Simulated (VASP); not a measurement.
A run of VASP 6.6.1 is set up as follows.

POSCAR

```
InP
1.0
    0.0000000000      2.9543470000      2.9543470000
    2.9543470000      0.0000000000      2.9543470000
    2.9543470000      2.9543470000      0.0000000000
In P
1 1
Direct
    0.0000000000      0.0000000000      0.0000000000
    0.2500000000      0.2500000000      0.2500000000
```

File INCAR.step1:

```
PREC = Accurate
ENCUT = 520
EDIFF = 1E-6
ISMEAR = -1
SIGMA = 0.139
LREAL = F
LASPH = T
NELM = 150
ALGO = Normal
ISIF = 2
LWAVE = F
LCHARG = T
MAGMOM = 0 0 0 0 0 0
LSORBIT = T
GGA_COMPAT = F
LORBMOM = T
GGA = PE
NBANDS = 30
```

File KPOINTS.step1:

```
Automatic mesh
0
Gamma
  10 10 10
```

Contents of INCAR.step2:

```
PREC = Accurate
ENCUT = 520
EDIFF = 1E-6
ISMEAR = -5
SIGMA = 0.139
LREAL = F
LASPH = T
NELM = 150
ALGO = Normal
ISIF = 2
LWAVE = F
LCHARG = F
MAGMOM = 0 0 0 0 0 0
LORBIT = 10
LSORBIT = T
GGA_COMPAT = F
LORBMOM = T
GGA = PE
NEDOS = 1001
ICHARG = 11
```

Contents of KPOINTS.step2:

```
Automatic mesh
0
Gamma
  15 15 15
```

Potentials or basis: VASP PAW PBE potentials, release 64 (In_d, P).

The run is started by

```bash
$ cat potpaw_PBE.64/In_d/POTCAR potpaw_PBE.64/P/POTCAR > POTCAR
$ cp INCAR.step1 INCAR
$ cp KPOINTS.step1 KPOINTS
$ mpirun -np 1 vasp_ncl > vasp.out
$ cp INCAR.step2 INCAR
$ cp KPOINTS.step2 KPOINTS
$ mpirun -np 1 vasp_ncl > vasp.out
```

**Question.** Predict the net moment.

**Answer.** 0.00 μB per cell.

Moments on the atoms (μB; x, y, z):
```
In  0.00 0.00 0.00
P   0.00 0.00 0.00
```
